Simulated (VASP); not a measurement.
The system is OsPd.

```xyz
2
Lattice="3.0474 0.0000 0.0000 0.0000 3.0474 0.0000 0.0000 0.0000 3.0474" Properties=species:S:1:pos:R:3 pbc="T T T"
Pd    1.5237    1.5237    1.5237
Os    0.0000    0.0000    0.0000
```

```yaml
Program: VASP 6.6.1
Task: relaxation of cell and atoms
Functional: PBE
Potentials_or_basis: VASP PAW PBE potentials, release 64 (Pd, Os)
Cutoff: 600 eV
k_mesh: 6 × 6 × 6
Occupations: gaussian, width 0.1 eV
Spin: no spin polarisation
```

At the start: pressure 14.2 GPa; volume 14.15 Å³/atom.

Question: Where does the relaxation end?

Answer: Over 4 steps the energy falls by 28.7 meV/atom and the volume is 14.84 Å³/atom (+4.8 %); space group Pm-3m (No. 221, to 0.1 Å) before and after.

Step by step:
| step | energy change (eV) | largest force (eV/Å) | pressure (GPa) | volume (Å³) |
| --- | --- | --- | --- | --- |
| 1 | 0.0000 | 0.0000 | 14.20 | 28.30 |
| 2 | 0.3027 | 0.0000 | -24.61 | 33.76 |
| 3 | -0.0573 | 0.0000 | -0.64 | 29.74 |
| 4 | -0.0575 | 0.0000 | -0.05 | 29.67 |

Final structure:
```
Pd Os
1.0
     3.09582    0.00000    0.00000
     0.00000    3.09582    0.00000
     0.00000    0.00000    3.09582
Pd Os
1 1
Direct
  0.50000 0.50000 0.50000
  0.00000 0.00000 0.00000
```
